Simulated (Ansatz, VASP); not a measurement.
**One calculation of InSb3, two programs**

```xyz
4
Lattice="0.0000 3.6903 3.6903 3.6903 0.0000 3.6903 3.6903 3.6903 0.0000" Properties=species:S:1:pos:R:3 pbc="T T T"
In    0.0000    0.0000    0.0000
Sb    1.8451    1.8451    1.8451
Sb    5.5354    5.5354    5.5354
Sb    3.6903    3.6903    3.6903
```

Alike in both runs: task single point; functional PBE; dispersion D3(BJ); k mesh 10 × 10 × 10; occupations gaussian, width 0.1 eV; collinear spin.

|  | VASP | Ansatz |
| --- | --- | --- |
| version | VASP 6.6.1 | Ansatz 0.2.0 |
| potentials or method | VASP PAW PBE potentials, release 64 (In_d, Sb), cutoff 520 eV | scalar-relativistic, plane waves, PAW |
| valence electrons in the cell | 28 | 58 |

```tsv
	VASP	Ansatz	Ansatz less VASP
gap on the k mesh at the Fermi level (eV)	none	none	-
pressure (GPa)	1.9	2.0	+0.09
net moment per atom (μB)	0.00	0.00	0.000
```

A gap of «none» marks a metal or a gap that the smearing closes. VASP's potentials hold 28 valence electrons a cell and Ansatz's 58, so a difference there can come from the potentials and not from the codes. Ansatz's warnings: seeded moment not kept.

Neither program's run includes spin-orbit coupling.
